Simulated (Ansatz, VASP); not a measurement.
**Two plane-wave programs on CO2**

```
CELL_PARAMETERS angstrom
-1.95481 1.95481 2.90264
1.95481 -1.95481 2.90264
1.95481 1.95481 -2.90264
ATOMIC_POSITIONS crystal
C 0.00000 0.00000 0.00000
C 0.75000 0.25000 0.50000
O 0.37500 0.29430 0.41930
O 0.70570 0.12500 0.08070
O 0.87500 0.95570 0.58070
O 0.04430 0.62500 0.91930
```

Change from the starting cell: uniaxial_z strain -2.2%.

Alike in both runs: task single point; functional PBE; k mesh 10 × 10 × 10; occupations fermi-dirac, width 0.02 eV; no spin polarisation.

|  | VASP | Ansatz |
| --- | --- | --- |
| version | VASP 6.6.1 | Ansatz 0.2.0 |
| potentials or method | VASP PAW PBE potentials, release 64 (C, O) | plane waves, PAW |
| plane-wave cutoff (eV) | 520 | 420 |
| valence electrons in the cell | 32 | 32 |

|  | VASP | Ansatz | Ansatz less VASP |
| --- | --- | --- | --- |
| gap on the k mesh at the Fermi level (eV) | 7.72 | 7.79 | +0.075 |
| pressure (GPa) | 13.9 | 12.3 | -1.55 |
| traceless stress, the component that is largest in VASP (GPa) | 2.07 | 2.34 | +0.269 |
| rms of the force components (eV/Å) | 0.169 | 0.128 | -0.0404 |

Atom by atom the forces differ by 0.040 eV/Å (rms over components).
